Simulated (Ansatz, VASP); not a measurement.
**Al3Si2B: VASP beside Ansatz**

```xyz
6
Lattice="2.4268 1.4011 4.0991 -2.4268 1.4011 4.0991 0.0000 -2.8022 4.0991" Properties=species:S:1:pos:R:3 pbc="T T T"
Al    1.2134   -0.7006    4.0991
Al   -1.2134   -0.7006    4.0991
Al    0.0000    1.4011    4.0991
Si    0.0000    0.0000    1.5085
Si    0.0000    0.0000   10.7888
B     0.0000    0.0000    6.1487
```

Change from the starting cell: species swapped into the Er2Fe3Cu type (R-3m, No. 166).

Alike in both runs: task single point; functional PBE; k mesh 6 × 6 × 6; occupations gaussian, width 0.1 eV; no spin polarisation.

|  | VASP | Ansatz |
| --- | --- | --- |
| version | VASP 6.6.1 | Ansatz 0.2.0 |
| potentials or method | VASP PAW PBE potentials, release 64 (Al, Si, B), cutoff 520 eV | scalar-relativistic, plane waves, PAW |
| valence electrons in the cell | 20 | 20 |

```tsv
	VASP	Ansatz	Ansatz less VASP
gap on the k mesh at the Fermi level (eV)	none	none	-
pressure (GPa)	5.0	5.0	+0.02
traceless stress, the component that is largest in VASP (GPa)	-16.73	-16.75	-0.021
rms of the force components (eV/Å)	0.037	0.038	+0.0004
```

Atom by atom the forces differ by 0.000 eV/Å (rms over components). A gap of «none» marks a metal or a gap that the smearing closes. With one functional, cell and mesh, what is left measures potentials, basis and numerics.
